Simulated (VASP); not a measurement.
Runs of VASP 6.6.1 on CaO. Symmetry: Fm-3m, No. 225, cubic system. The conventional cell has a = 4.795 Å, b = 4.795 Å, c = 4.795 Å, α = 90.00°, β = 90.00°, γ = 90.00°. Within 3.2 Å of Ca (site symmetry m-3m) lie 6 O at 2.40 Å. O (site symmetry m-3m) has 6 Ca at 2.40 Å within 3.2 Å. 

| level | k mesh | smearing | grid for exact exchange (PRECFOCK) | share of exact exchange | screening parameter | gap on the mesh (eV) | pressure (GPa) |
| --- | --- | --- | --- | --- | --- | --- | --- |
| r2SCAN | 6 × 6 × 6 | methfessel-paxton 0.001 eV | - | - | - | 4.19 | 1.0 |
| PBE-based screened hybrid with 40 % exact exchange | 4 × 4 × 4 | gaussian 0.01 eV | Normal | 0.4 | 0.2078 1/Å | 6.34 | (a) |
| r2SCAN | 6 × 6 × 6 | gaussian 0.01 eV | - | - | - | 4.19 | 1.1 |
| r2SCAN | 3 × 3 × 3 | gaussian 0.01 eV | - | - | - | (c) | 1.3 |
| PBE-based screened hybrid with 100 % exact exchange | 4 × 4 × 4 | gaussian 0.01 eV | Normal | 1 | 0.3 1/Å | 9.69 | -5.1 |
| r2SCAN | 2 × 2 × 2 | gaussian 0.01 eV | - | - | - | (b) | 2.6 |
| r2SCAN | 6 × 6 × 6, shifted | gaussian 0.01 eV | - | - | - | 4.52 | 1.1 |
| PBE-based screened hybrid with 35 % exact exchange | 4 × 4 × 4 | gaussian 0.01 eV | Normal | 0.35 | 0.5 1/Å | (d) | 0.5 |

Alike in all rows: task single point; potentials or basis VASP PAW PBE potentials, release 64 (Ca_sv, O); no spin polarisation; cell as given; cutoff (eV) 520.

Q: Estimate the missing entries.

A: (a) -0.3; (b) 3.92; (c) 4.67; (d) 5.03.

Caveats: some runs use coarse meshes; the PAW data sets were made with another functional, which shifts forces and pressure a little; an odd mesh through Γ misses points on the zone boundary, where band edges can lie (at least some runs); a shifted mesh leaves out Γ, where band edges can lie (at least some runs).
